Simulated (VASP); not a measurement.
Write the native input for VASP 6.6.1 that does the following.

```
Task                   : relaxation of cell and atoms
Functional             : r2SCAN
Potentials or basis    : VASP PAW PBE potentials, release 64 (Al)
Cutoff                 : 600 eV
k mesh                 : 14 × 14 × 14
Occupations            : fermi-dirac, width 0.1 eV
Spin                   : no spin polarisation
Dipole correction      : no
Further INCAR settings : ALGO = Normal; EDIFF = 1e-06; IBRION = 2; EDIFFG = -0.01; NSW = 80; ISIF = 3
```

The system is Al.

```
CELL_PARAMETERS angstrom
-1.60708 1.60708 1.60708
1.60708 -1.60708 1.60708
1.60708 1.60708 -1.60708
ATOMIC_POSITIONS crystal
Al 0.00000 0.00000 0.00000
```

These files were run (other wordings do the same):

POSCAR

```
Al
1.0
   -1.6070768880      1.6070768880      1.6070768880
    1.6070768880     -1.6070768880      1.6070768880
    1.6070768880      1.6070768880     -1.6070768880
Al
1
Direct
    0.0000000000      0.0000000000      0.0000000000
```

INCAR.step1

```
  PREC = Accurate
  ENCUT = 600
  ISMEAR = -1
  SIGMA = 0.1
  LREAL = False
  LASPH = True
  NELM = 60
  GGA = PE
  ALGO = Normal
  EDIFF = 1E-4
  LWAVE = True
  LCHARG = False
```

INCAR.step2

```
  PREC = Accurate
  ENCUT = 600
  EDIFF = 1E-6
  ISMEAR = -1
  SIGMA = 0.1
  LREAL = False
  LASPH = True
  NELM = 60
  ALGO = Normal
  ISIF = 3
  LWAVE = False
  LCHARG = False
  METAGGA = R2SCAN
  LMIXTAU = True
  IBRION = 2
  NSW = 80
  EDIFFG = -0.01
  ISTART = 1
```

KPOINTS

```
Automatic mesh
0
Gamma
  14 14 14
```

Potentials or basis: VASP PAW PBE potentials, release 64 (Al).

Launch:

```bash
$ cat potpaw_PBE.64/Al/POTCAR > POTCAR
$ cp INCAR.step1 INCAR
$ mpirun -np 1 vasp_std > vasp.out
$ cp INCAR.step2 INCAR
$ mpirun -np 1 vasp_std > vasp.out
```

It gave:

```json
{
  "Relaxed volume": "16.20 Å³/atom",
  "Relaxed cell": "a = 2.761 Å, b = 2.761 Å, c = 2.761 Å, α = 109.47°, β = 109.47°, γ = 109.47°",
  "Space group after relaxing (to 0.05 Å)": "Im-3m (No. 229)",
  "Energy gained by relaxing": "2.8 meV/atom",
  "Ionic steps": "4",
  "Pressure after relaxing": "-0.1 GPa"
}
```

Caveat: the PAW data sets were made with another functional, which shifts forces and pressure a little.

Wall time 59 s on 1 thread of Intel(R) Xeon(R) Platinum 8259CL CPU @ 2.50GHz (Skylake/Cascade Lake), with other jobs on the host, peak memory 0.14 GiB.
